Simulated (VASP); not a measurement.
A run of VASP 6.6.1:

The input INCAR:

```
PREC = Accurate
ENCUT = 520
EDIFF = 1E-6
ISMEAR = -1
SIGMA = 0.08
LREAL = False
LASPH = True
NELM = 100
ALGO = Normal
ISIF = 2
LWAVE = False
LCHARG = False
GGA = PE
NBANDS = 11
```

Contents of KPOINTS:

```
regular mesh
0
Gamma
  12 12 12
```

File POSCAR:

```
Ca
1.0
    0.0000000000      2.7627070339      2.7627070339
    2.7627070339      0.0000000000      2.7627070339
    2.7627070339      2.7627070339      0.0000000000
Ca
1
Direct
    0.0000000000      0.0000000000      0.0000000000
```

Potentials or basis: VASP PAW PBE potentials, release 64 (Ca_sv).

Command:

```sh
$ cat potpaw_PBE.64/Ca_sv/POTCAR > POTCAR
$ mpirun -np 1 vasp_std > vasp.out
```

Hardware: 1 thread of Intel(R) Xeon(R) Platinum 8259CL CPU @ 2.50GHz (Skylake/Cascade Lake), on a shared host.

**Question.** Estimate the wall time of this run.

**Answer.** Wall time 22 s on 1 thread of Intel(R) Xeon(R) Platinum 8259CL CPU @ 2.50GHz (Skylake/Cascade Lake), on a shared host, peak memory 0.18 GiB. Counts: scf iterations 10, k points 72.
